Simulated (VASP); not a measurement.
Wanted: the native input for a VASP 6.6.1 run.

```
Task                                : relaxation of the atoms
Functional                          : PBE
Dispersion                          : D3(BJ)
Potentials or basis                 : VASP PAW PBE potentials, release 64 (C)
Cutoff                              : 520 eV
k mesh                              : 15 × 15 × 1
Occupations                         : gaussian, width 0.1 eV
Spin                                : no spin polarisation
Dipole correction                   : yes
Atoms held fixed (from 0)           : [0]
Further INCAR settings              : ALGO = Normal; EDIFF = 1e-06; IBRION = 2; EDIFFG = -0.003; NSW = 40
Atoms held along some axes (from 0) : atom 1 along a and b; atom 2 along a and b; atom 3 along a and b
```

The structure of C lies in POSCAR:

```
C
1.0
    2.4657189589      0.0000000000      0.0000000000
   -1.2328594795      2.1353752570      0.0000000000
    0.0000000000      0.0000000000     17.5000000000
C
4
Selective dynamics
Direct
    0.3333333333      0.6666666667      0.2571429257  F F F
    0.6666666667      0.3333333333      0.2571426191  F F T
    0.6666666667      1.3333333333      0.4546391205  F F T
    1.0000000000      1.0000000000      0.4546391205  F F T
```

This cell differs from its parent crystal: layers slid over each other.

These files were run (other wordings do the same):

INCAR

```
SYSTEM = C
PREC = Accurate
ENCUT = 520
EDIFF = 1E-6
ISMEAR = 0
SIGMA = 0.1
LREAL = .False.
LASPH = .True.
NELM = 100
ALGO = Normal
ISIF = 2
LWAVE = .False.
LCHARG = .False.
LDIPOL = .True.
IDIPOL = 3
DIPOL = 0.5 0.5 0.356
GGA = PE
IVDW = 12
IBRION = 2
NSW = 40
EDIFFG = -0.003
```

KPOINTS

```
Automatic mesh
0
Gamma
  15 15 1
  0 0 0
```

Potentials or basis: VASP PAW PBE potentials, release 64 (C).

Run with:

```bash
$ cat potpaw_PBE.64/C/POTCAR > POTCAR
$ mpirun -np 1 vasp_std > vasp.out
```

It gave:

| Property | Result |
| --- | --- |
| Energy gained by relaxing | 0.1 meV/atom |
| Ionic steps | 23 |
| Band gap on the k mesh | zero (filled and empty bands touch) |
| Dispersion energy per atom | -0.119 eV |

Caveat: the cell differs from its parent crystal (layers slid over each other).

Run time: 7.5 min on 1 thread of AMD EPYC 7R13, on a shared host, peak memory 0.18 GiB.
